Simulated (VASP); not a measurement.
Write the native input for VASP 6.6.1 that does the following.

| Property | Result |
| --- | --- |
| Task | single point |
| Functional | RPBE |
| Dispersion | D4 |
| Potentials or basis | VASP PAW PBE potentials, release 64 (Sn_d, Al) |
| Cutoff | 520 eV |
| k mesh | 7 × 7 × 8 |
| Occupations | methfessel-paxton, width 0.2 eV |
| Spin | no spin polarisation |
| Dipole correction | no |
| Further INCAR settings | ALGO = Normal; EDIFF = 1e-06; NBANDS = 16 |

The structure of AlSn lies in POSCAR:

```
AlSn
1.0
    4.1699295613      0.0000000000      0.0000000000
   -2.0849647806      3.6112649320      0.0000000000
    0.0000000000      0.0000000000      3.2846527272
Sn Al
1 1
Direct
    0.3333333333      0.6666666667      0.5000000000
    0.0000000000      0.0000000000      0.0000000000
```

These files were run (other wordings do the same):

INCAR

```
SYSTEM = AlSn
  ALGO = Normal
  EDIFF = 1E-6
  ENCUT = 520
  GGA = RP
  ISIF = 2
  ISMEAR = 1
  IVDW = 13
  LASPH = .TRUE.
  LCHARG = .FALSE.
  LREAL = .FALSE.
  LWAVE = .FALSE.
  NBANDS = 16
  NELM = 60
  PREC = Accurate
  SIGMA = 0.2
```

KPOINTS

```
k-points
0
G
  7 7 8
  0 0 0
```

Potentials or basis: VASP PAW PBE potentials, release 64 (Sn_d, Al).

Command:

```console
$ cat potpaw_PBE.64/Sn_d/POTCAR potpaw_PBE.64/Al/POTCAR > POTCAR
$ mpirun -np 1 vasp_std > vasp.out
```

Results of the run:

```yaml
Pressure: -1.5 GPa
Band_gap_on_the_k_mesh: zero (an odd number of electrons rules out a gap without spin polarisation)
Dispersion_energy_per_atom: -0.613 eV
```

Caveat: the PAW data sets were made with another functional, which shifts forces and pressure a little; spin-orbit coupling is left out, which moves the levels of the heavy elements.

It took 16 s on 1 thread of Intel(R) Xeon(R) Platinum 8488C (Sapphire Rapids) (shared host), peak memory 0.18 GiB.
